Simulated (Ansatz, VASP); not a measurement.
## Rh: VASP beside Ansatz

File INCAR:

```
SYSTEM = Rh
  ALGO = Normal
  EDIFF = 1E-6
  ENCUT = 520
  ISIF = 2
  ISMEAR = -1
  LASPH = .True.
  LCHARG = .True.
  LELF = .True.
  LREAL = .False.
  LVHAR = .True.
  LWAVE = .False.
  NBANDS = 22
  NELM = 80
  PREC = Accurate
  SIGMA = 0.08
```

KPOINTS

```
k-points
0
Gamma
  16 16 9
  0 0 0
```

The input POSCAR:

```
Rh
1.0
    2.4528735096      0.0000000000      0.0000000000
   -1.2264367548      2.1242507716      0.0000000000
    0.0000000000      0.0000000000      3.9759506328
Rh
2
Direct
    0.3333333333      0.6666666667      0.2500000000
    0.6666666667      0.3333333333      0.7500000000
```

Input for Ansatz:

```yaml
crystal:
  lattice:
    - [2.4528735096, 0.0, 0.0]
    - [-1.2264367548, 2.1242507716, 0.0]
    - [0.0, 0.0, 3.9759506328]
  atoms:
    - { symbol: Rh, position: [0.3333333333, 0.6666666667, 0.25] }
    - { symbol: Rh, position: [0.6666666667, 0.3333333333, 0.75] }
kpoints:
  mp_grid: { grid: [16, 16, 9] }
scf:
  occupations: { method: fermi_dirac, width: 0.08 }
hamiltonian:
  xc: lda
  pseudopotentials: { kind: all_electron, lapw: { basis_error: 0.001 } }
output:
  forces: true
  stress: true
  eigenvalues: true
  populations: true
```

Change from the starting cell: volume scaled by 0.78, LAPW.

Alike in both runs: task single point; functional LDA; k mesh 16 × 16 × 9; occupations fermi-dirac, width 0.08 eV; no spin polarisation.

|  | VASP | Ansatz |
| --- | --- | --- |
| version | VASP 6.6.1 | Ansatz 0.2.0 |
| potentials or method | VASP PAW LDA potentials, release 64 (Rh_pv), cutoff 520 eV | all-electron LAPW, scalar-relativistic |

VASP gave:

| Quantity | Value |
| --- | --- |
| pressure (GPa) | 147.0 |
| traceless stress, the component that is largest in VASP (GPa) | 0.08 |

Question: Estimate Ansatz's values.

Answer: Pressure (GPa): 144.4; traceless stress, the component that is largest in VASP (GPa): -0.04.

LDA's correlation is that of Perdew and Zunger in VASP and of Perdew and Wang (1992) in Ansatz. Both programs put the cell under a high pressure, so it lies far from rest at this level. Ansatz ran all-electron here, and VASP with PAW potentials.

Noted on VASP's run: the cell as given lies far from equilibrium.
